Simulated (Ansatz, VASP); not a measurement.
**WSe2 in VASP and in Ansatz**

```
W Se
1.0
     3.35452    0.00000    0.00000
    -1.67726    2.90510    0.00000
     0.00000    0.00000   13.22438
W Se
2 4
Direct
  0.33333 0.66667 0.25000
  0.66667 0.33333 0.75000
  0.33333 0.66667 0.62100
  0.66667 0.33333 0.12100
  0.33333 0.66667 0.87900
  0.66667 0.33333 0.37900
```

Change from the starting cell: volume scaled by 1.06, PAW files.

Alike in both runs: task electric field gradients; functional PBEsol; k mesh 11 × 11 × 3; occupations fermi-dirac, width 0.08 eV; no spin polarisation.

|  | VASP | Ansatz |
| --- | --- | --- |
| version | VASP 6.6.1 | Ansatz 0.2.0 |
| potentials or method | VASP PAW PBE potentials, release 64 (W_sv, Se) | PAW with Ansatz's default frozen-core files, scalar-relativistic |
| plane-wave cutoff (eV) | 520 | 420 |
| valence electrons in the cell | 52 | 92 |

Ansatz gave:

- pressure (GPa): -8.3
- traceless stress, the component that is largest in VASP (GPa): -0.18
- rms of the force components (eV/Å): 0.473
- size of Vzz on the site where it differs most (V/Å²): 158.7

Q: Which values does VASP return?

A: Pressure (GPa): -8.0; traceless stress, the component that is largest in VASP (GPa): -0.11; rms of the force components (eV/Å): 0.451; size of Vzz on the site where it differs most (V/Å²): 141.4.

VASP's potentials were made for PBE, not for PBEsol. Atom by atom the forces differ by 0.022 eV/Å (rms over components). VASP's potentials hold 52 valence electrons a cell and Ansatz's 92, so a difference there can come from the potentials and not from the codes.

Spin-orbit coupling is off throughout.
